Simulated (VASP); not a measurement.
# H3CCl in VASP: further runs

H3CCl is run at these levels: PBE+D3(BJ); tasks: single point, relaxation of the atoms.

Program: VASP 6.6.1. These are calculated values, not measurements. Logs are shortened: lines on timing, memory, paths and dates and some standing lists are left out, and cuts for length are marked.

**1. The cell of the first run**

The cell holds a disordered packing, 40 atoms: a = 8.382 Å, b = 8.382 Å, c = 8.382 Å, α = 90.00°, β = 90.00°, γ = 90.00°.

**2. Single point, PBE+D3(BJ)**

Contents of INCAR:

```
ALGO = Normal
EDIFF = 1E-6
ENCUT = 520
GGA = PE
ISIF = 2
ISMEAR = -1
IVDW = 12
LASPH = T
LCHARG = T
LELF = T
LREAL = Auto
LVHAR = T
LWAVE = F
NBANDS = 82
NELM = 60
PREC = Accurate
SIGMA = 0.05
```

Contents of KPOINTS:

```
k-points
0
Gamma
  1 1 1
```

Contents of POSCAR:

```
H3CCl
1.0
    8.3815160000      0.0000000000      0.0000000000
    0.0000000000      8.3815160000      0.0000000000
    0.0000000000      0.0000000000      8.3815160000
C Cl H
8 8 24
Direct
    0.1890605033      0.0660608153      0.7098876673
    0.1350300975      0.6162607848      0.9027695789
    0.8159790864      0.1110114981      0.0791337725
    0.7287233249      0.6791089121      0.4256949272
    0.2171570371      0.5282359629      0.3504685676
    0.5550488751      0.5267783019      0.8929888624
    0.2517429087      0.1219971392      0.2758443082
    0.8232611060      0.3160183783      0.6505719779
    0.4047477500      0.0681768392      0.7193799821
   -0.0416798483      0.6249453297      1.0247270909
    0.7981325912      0.1050232514      0.2941202634
    0.8282132049      0.7015899810      0.6158622121
    0.3159102757      0.4714155747      0.5329775504
    0.5280535608      0.6128557183      1.0864798143
    0.3100716328     -0.0661910406      0.1933891408
    0.8119992670      0.1014922722      0.6733979340
    0.1509926174      0.1835572448      0.6685023134
    0.1520802250     -0.0264812378      0.6255180571
    0.1421330582      0.0405505969      0.8291817294
    0.2153552448      0.7129130569      0.9404761642
    0.1912736177      0.5001168328      0.9215389779
    0.0985841476      0.6294949536      0.7774745284
    0.8182076154      0.2361907569      0.0427787815
    0.9269409271      0.0502370202      0.0463241055
    0.7130687808      0.0490691169      0.0280405740
    0.6088702237      0.6331851244      0.4489678274
    0.7239913441      0.7968554878      0.3684595924
    0.7973736111      0.5938869638      0.3534164614
    0.2084275307      0.6584333304      0.3468365157
    0.2910951830      0.4859293918      0.2513231753
    0.0984788949      0.4732011152      0.3489650506
    0.4714160631      0.5836954485      0.8105855444
    0.6772912002      0.5526921301      0.8563345636
    0.5331688970      0.3982415526      0.9007705326
    0.2529028620      0.2104344245      0.1786542951
    0.1309657630      0.1096222175      0.3248349228
    0.3379772636      0.1545158286      0.3694119185
    0.7042187079      0.3587628669      0.6185644699
    0.8635403900      0.3679726854      0.7631808048
    0.9082400587      0.3412737731      0.5549311445
```

Potentials or basis: VASP PAW PBE potentials, release 64 (C, Cl, H).

Run with:

```
$ cat potpaw_PBE.64/C/POTCAR potpaw_PBE.64/Cl/POTCAR potpaw_PBE.64/H/POTCAR > POTCAR
$ mpirun -np 1 vasp_gam > vasp.out
```

OUTCAR:

```text
EDIFF = 1E-6
   ENCUT = 520
   GGA = PE
   ISIF = 2
   ISMEAR = -1
   IVDW = 12
   LASPH = T
   LREAL = Auto
   NELM = 60
   PREC = Accurate
 IVDW          = 12

 ion  position               nearest neighbor table
   1  0.189  0.066  0.710-  17 1.09  18 1.09  19 1.10   9 1.81
   2  0.135  0.616  0.903-  21 1.09  22 1.10  20 1.10  10 1.80
   3  0.816  0.111  0.079-  23 1.09  25 1.09  24 1.10  11 1.81
   4  0.729  0.679  0.426-  26 1.09  27 1.10  28 1.10  12 1.81
   5  0.217  0.528  0.350-  29 1.09  30 1.10  31 1.10  13 1.80
   6  0.555  0.527  0.893-  33 1.09  32 1.09  34 1.09  14 1.79
   7  0.252  0.122  0.276-  36 1.10  37 1.10  35 1.10  15 1.79
   8  0.823  0.316  0.651-  39 1.09  40 1.09  38 1.09  16 1.81
   9  0.405  0.068  0.719-   1 1.81
  10  0.958  0.625  0.025-   2 1.80
  11  0.798  0.105  0.294-   3 1.81
  12  0.828  0.702  0.616-   4 1.81
  13  0.316  0.471  0.533-   5 1.80
  14  0.528  0.613  0.086-   6 1.79
[... 24 lines left out ...]
  39  0.864  0.368  0.763-   8 1.09
  40  0.908  0.341  0.555-   8 1.09

  LATTYP: Found a simple cubic cell.
 ALAT       =     8.3815160000

  Lattice vectors:

 A1 = (   8.3815160000,   0.0000000000,   0.0000000000)
 A2 = (   0.0000000000,   8.3815160000,   0.0000000000)
 A3 = (   0.0000000000,   0.0000000000,   8.3815160000)

Analysis of symmetry for initial positions (statically):
=====================================================================
 Subroutine PRICEL returns:
 Original cell was already a primitive cell.

 Routine SETGRP: Setting up the symmetry group for a
 simple cubic supercell.

 Subroutine GETGRP returns: Found  1 space group operations
 (whereof  1 operations were pure point group operations)
 out of a pool of 48 trial point group operations.

The static configuration has the point symmetry C_1 .

Analysis of symmetry for dynamics (positions and initial velocities):
=====================================================================
 Subroutine PRICEL returns:
 Original cell was already a primitive cell.

 Routine SETGRP: Setting up the symmetry group for a
 simple cubic supercell.

 Subroutine GETGRP returns: Found  1 space group operations
 (whereof  1 operations were pure point group operations)
 out of a pool of 48 trial point group operations.

The dynamic configuration has the point symmetry C_1 .

 Subroutine INISYM returns: Found  1 space group operations
 (whereof  1 operations are pure point group operations),
 and found     1 'primitive' translations
[... 151 lines left out ...]
   IBRION =     -1    ionic relax: 0-MD 1-quasi-New 2-CG
   NFREE  =      0    steps in history (QN), initial steepest desc. (CG)
   ISIF   =      2    stress and relaxation
   ISYM   =      2    0-nonsym 1-usesym 2-fastsym
   POTIM  = 0.5000    time-step for ionic-motion
   TEBEG  =    0.0;   TEEND  =   0.0 temperature during run
   PSTRESS=    0.0 pullay stress
   NELECT =     112.0000    total number of electrons
   NUPDOWN=      -1.0000    fix difference up-down
   EMIN   =  10.00;   EMAX   =-10.00  energy-range for DOS
   EFERMI =   0.00;   METHOD = LEGACY
   ISMEAR =    -1;   SIGMA  =   0.05  broadening in eV -4-tet -1-fermi 0-gaus
   EFERMI_NEDOS =   21; number of points for ismear=-14 and -15
   IALGO  =     38    algorithm
   IMIX   =      4    mixing-type and parameters
     AMIX     =   0.40;   BMIX     =  1.00
     AMIX_MAG =   1.60;   BMIX_MAG =  1.00
  volume/ion in A,a.u.               =      14.72        99.34
  Fermi-wavevector in a.u.,A,eV,Ry     =   0.941510  1.779196 12.060763  0.886441
  Thomas-Fermi vector in A             =   2.069028
   LORBIT       =      0    0 simple, 1 ext, 2 COOP (PROOUT), +10 PAW based schemes
   GGA     = PE    functional components
   LHFCALC =     F    Hartree Fock is set to
   AEXX    =    0.0000 exact exchange contribution
   IVDW    =    12    specifies the selected vdW correction
   LEPSILON=     F    determine dielectric tensor
   LRPA    =     F    only Hartree local field effects (RPA)
 non-spin polarized calculation
  energy-cutoff  :      520.00
  volume of cell :      588.80
 maximum number of plane-waves:      7896
 NGX is ok and might be reduce to    64
   NGX = 31   NGY = 31   NGZ = 31

 number of electron     112.0000001 magnetization

 Free energy of the ion-electron system (eV)
  ---------------------------------------------------
  ext. energy  EPLUGINS =         0.00000000
  ---------------------------------------------------
  free energy    TOTEN  =      -179.98404604 eV

  energy without entropy =     -179.98404604  energy(sigma->0) =     -179.98404604

 E-fermi :  -1.5440     XC(G=0):  -6.7207

 val. band max:       -2.8000660482   @ k =   0.0000   0.0000   0.0000
 cond. band min:       2.8003913082   @ k =   0.0000   0.0000   0.0000
 fundamental gap:      5.6004573564
 Fermi energy:        -1.5439962287

 k-point     1 :       0.0000    0.0000    0.0000
  band No.  band energies     occupation
      1     -17.4554      2.00000
      2     -17.3319      2.00000
      3     -17.3027      2.00000
      4     -17.2784      2.00000
      5     -17.1817      2.00000
      6     -17.1460      2.00000
[... 60 lines left out ...]
     67       4.6300      0.00000
     68       4.8178      0.00000
 [bands above 68 left out]

------------------------ aborting loop because EDIFF is reached ----------------------------------------

 Edisp (eV)   -2.17502

 E8    (eV) :    -0.5741

  FORCE on cell =-STRESS in cart. coord.  units (eV):
  Direction    XX          YY          ZZ          XY          YZ          ZX
  --------------------------------------------------------------------------------------
  -------------------------------------------------------------------------------------
  Total      -2.23584    -2.32346    -2.36015    -0.45233    -0.02588    -0.67457
  in kB      -6.08392    -6.32234    -6.42218    -1.23083    -0.07042    -1.83556
  external pressure =       -6.28 kB  Pullay stress =        0.00 kB

 VOLUME and BASIS-vectors are now :
 -----------------------------------------------------------------------------
  energy-cutoff  :      520.00
  volume of cell :      588.80
      direct lattice vectors                 reciprocal lattice vectors
     8.381516000  0.000000000  0.000000000     0.119310158  0.000000000  0.000000000
     0.000000000  8.381516000  0.000000000     0.000000000  0.119310158  0.000000000
     0.000000000  0.000000000  8.381516000     0.000000000  0.000000000  0.119310158

 POSITION                                       TOTAL-FORCE (eV/Angst)
 -----------------------------------------------------------------------------------
      1.58461      0.55369      5.94993         0.166880     -0.021775      0.026266
      1.13176      5.16520      7.56658        -0.109345      0.114508      0.000181
      6.83914      0.93044      0.66326        -0.016359     -0.045409      0.026282
      6.10781      5.69196      3.56797         0.175379      0.046509      0.017121
      1.82011      4.42742      2.93746         0.023997     -0.102934      0.097946
      4.65215      4.41520      7.48460        -0.013661      0.048551      0.107169
[... 32 lines left out ...]
      7.23778      3.08417      6.39661        -0.009704     -0.019118     -0.015147
      7.61243      2.86039      4.65116        -0.017642     -0.007540      0.011869
 -----------------------------------------------------------------------------------
    total drift:                                0.007931      0.005663      0.004427

  FREE ENERGIE OF THE ION-ELECTRON SYSTEM (eV)
  ---------------------------------------------------
  free  energy   TOTEN  =      -182.1590677318 eV

  energy  without entropy=     -182.1590677317  energy(sigma->0) =     -182.15906773
```

OSZICAR:

```text
N       E                     dE             d eps       ncg     rms          rms(c)
DAV:   1     0.875308430710E+03    0.87531E+03   -0.53496E+04   164   0.121E+03
DAV:   2    -0.804759779150E+02   -0.95578E+03   -0.91392E+03   214   0.252E+02
DAV:   3    -0.192679552547E+03   -0.11220E+03   -0.11134E+03   208   0.926E+01
DAV:   4    -0.195714460115E+03   -0.30349E+01   -0.30208E+01   208   0.180E+01
DAV:   5    -0.195806076213E+03   -0.91616E-01   -0.91496E-01   200   0.310E+00    0.329E+01
DAV:   6    -0.181890394400E+03    0.13916E+02   -0.20635E+01   192   0.160E+01    0.144E+01
DAV:   7    -0.180349583614E+03    0.15408E+01   -0.89711E+00   200   0.877E+00    0.780E+00
DAV:   8    -0.179981744332E+03    0.36784E+00   -0.62927E-01   200   0.254E+00    0.349E+00
DAV:   9    -0.179978437724E+03    0.33066E-02   -0.97133E-02   192   0.113E+00    0.658E-01
DAV:  10    -0.179982236474E+03   -0.37988E-02   -0.14653E-02   184   0.451E-01    0.282E-01
DAV:  11    -0.179983920849E+03   -0.16844E-02   -0.34590E-03   208   0.218E-01    0.141E-01
DAV:  12    -0.179984072972E+03   -0.15212E-03   -0.11820E-03   184   0.124E-01    0.537E-02
DAV:  13    -0.179984057256E+03    0.15716E-04   -0.17238E-04   200   0.607E-02    0.205E-02
DAV:  14    -0.179984052702E+03    0.45531E-05   -0.53051E-05   208   0.279E-02    0.251E-02
DAV:  15    -0.179984047245E+03    0.54575E-05   -0.62448E-06   192   0.124E-02    0.832E-03
DAV:  16    -0.179984045877E+03    0.13681E-05   -0.26649E-06   160   0.106E-02    0.410E-03
DAV:  17    -0.179984046038E+03   -0.16070E-06   -0.30898E-06   192   0.784E-03
   1 F= -.18215907E+03 E0= -.18215907E+03  d E =-.781670E-10
```

stdout:

```text
POSCAR found type information on POSCAR C ClH
 POSCAR found :  3 types and      40 ions
 scaLAPACK will be used
 LDA part: xc-table for (Slater+PW92), standard interpolation
 POSCAR, INCAR and KPOINTS ok, starting setup
 FFT: planning ... GRIDC
 FFT: planning ... GRID_SOFT
 FFT: planning ... GRID
 WAVECAR not read
 entering main loop
```

Wall time 97 s (1 thread of Intel Xeon Platinum 8259CL at 2.50GHz (Skylake/Cascade Lake), shared host); peak memory 0.54 GiB.

Results:

| Property | Result |
| --- | --- |
| Free energy | -182.1591 eV |
| Pressure | -0.6 GPa |
| Largest force | 0.259 eV/Å |
| Band gap on the k mesh | 5.60 eV |
| Dispersion energy per atom | -0.054 eV |

Forces in eV/Å, atoms in the order of the input:
```
C    0.167 -0.022  0.026
C   -0.109  0.115  0.000
C   -0.016 -0.045  0.026
C    0.175  0.047  0.017
C    0.024 -0.103  0.098
C   -0.014  0.049  0.107
C    0.054  0.086 -0.009
C   -0.014 -0.099 -0.024
Cl  -0.084 -0.018 -0.026
Cl   0.116 -0.017 -0.117
Cl   0.030  0.003 -0.145
Cl  -0.083  0.048 -0.241
Cl  -0.098  0.064 -0.167
Cl   0.045 -0.064 -0.099
Cl  -0.001  0.122  0.027
Cl  -0.088  0.055  0.072
H    0.009  0.009  0.006
H    0.024  0.021  0.033
H    0.053  0.012 -0.049
H   -0.117 -0.118 -0.045
H    0.006 -0.013  0.012
H    0.100 -0.010  0.179
H   -0.003  0.008 -0.004
H   -0.060  0.015  0.010
H    0.020  0.015  0.006
H   -0.016 -0.009  0.020
H    0.038 -0.150  0.098
H   -0.080  0.149  0.109
H   -0.012  0.000  0.012
H   -0.116  0.043  0.089
H    0.084  0.035  0.010
H   -0.016  0.009 -0.001
H    0.012 -0.016 -0.014
H    0.005  0.004 -0.009
H    0.009 -0.142  0.190
H    0.095  0.036 -0.048
H   -0.156 -0.063 -0.164
H    0.046 -0.027  0.013
H   -0.010 -0.019 -0.015
H   -0.018 -0.008  0.012
```

Stress tensor (GPa, compression positive):
```
-0.61 -0.12 -0.18
-0.12 -0.63 -0.01
-0.18 -0.01 -0.64
```

Levels at points of the mesh, in eV from the valence-band top:
```tsv
k point	band 54	band 55	band 56	band 57	band 58	band 59
(0.00, 0.00, 0.00)	-0.06	-0.02	0.00	5.60	5.80	6.12
```

Caveat: the k points lie up to 0.75 Å⁻¹ apart.

[end of part 1 of 2]
